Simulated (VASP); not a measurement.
# MgO (kk07): relaxation of cell and atoms with LDA

The system is MgO (kk07).

```
CELL_PARAMETERS angstrom
0.00000 2.08165 2.08165
2.08165 0.00000 2.08165
2.08165 2.08165 0.00000
ATOMIC_POSITIONS crystal
Mg 0.00000 0.00000 0.00000
O 0.50000 0.50000 0.50000
```

```
Program                : VASP 6.6.1
Task                   : relaxation of cell and atoms
Functional             : LDA
Potentials or basis    : VASP PAW LDA potentials, release 64 (Mg, O)
Cutoff                 : 600 eV
k mesh                 : 14 × 14 × 14
Occupations            : gaussian, width 0.02 eV
Spin                   : no spin polarisation
Dipole correction      : no
Further INCAR settings : ALGO = Normal; EDIFF = 1e-06; IBRION = 2; EDIFFG = -0.002; NSW = 100; ISIF = 3
```

```yaml
Relaxed_volume: 8.89 Å³/atom
Relaxed_cell: a = 2.930 Å, b = 2.930 Å, c = 2.930 Å, α = 60.00°, β = 60.00°, γ = 60.00°
Space_group_after_relaxing_to_0.05_Å: Fm-3m (No. 225)
Energy_gained_by_relaxing: 1.0 meV/atom
Ionic_steps: 3
Pressure_after_relaxing: 0.0 GPa
Band_gap_on_the_k_mesh: 5.15 eV, direct
```

Step by step:
```tsv
step	energy change (eV)	largest force (eV/Å)	pressure (GPa)	volume (Å³)
1	0.0000	0.0000	-2.43	18.04
2	-0.0016	0.0000	1.03	17.69
3	-0.0020	0.0000	0.01	17.79
```

Final structure:
```cif
data_structure
_symmetry_space_group_name_H-M 'P 1'
_symmetry_Int_Tables_number 1
_cell_length_a 2.9300
_cell_length_b 2.9300
_cell_length_c 2.9300
_cell_angle_alpha 60.000
_cell_angle_beta 60.000
_cell_angle_gamma 60.000
_cell_volume 17.79
loop_
_atom_site_label
_atom_site_type_symbol
_atom_site_fract_x
_atom_site_fract_y
_atom_site_fract_z
_atom_site_occupancy
Mg1 Mg 0.00000 0.00000 0.00000 1
O1 O 0.50000 0.50000 0.50000 1
```

Levels at points of the mesh, in eV from the valence-band top:
```
           k point  band 1  band 2  band 3  band 4  band 5  band 6  band 7  band 8
(0.00, 0.00, 0.00)  -17.27    0.00    0.00    0.00    5.15   15.79   15.79   15.79
(0.50, 0.00, 0.00)  -15.78   -4.92   -0.72   -0.72    8.05   12.96   16.51   16.51
(0.50, 0.50, 0.00)  -15.49   -4.36   -1.44   -1.44    8.93   10.24   13.42   19.39
```

Wall time 16 s on 1 thread of AMD EPYC 9R14 (Zen 4), with other jobs on the host, peak memory 0.12 GiB.

A k mesh can miss the band edges. A hybrid or GW would open this gap; LDA tends to underestimate it.
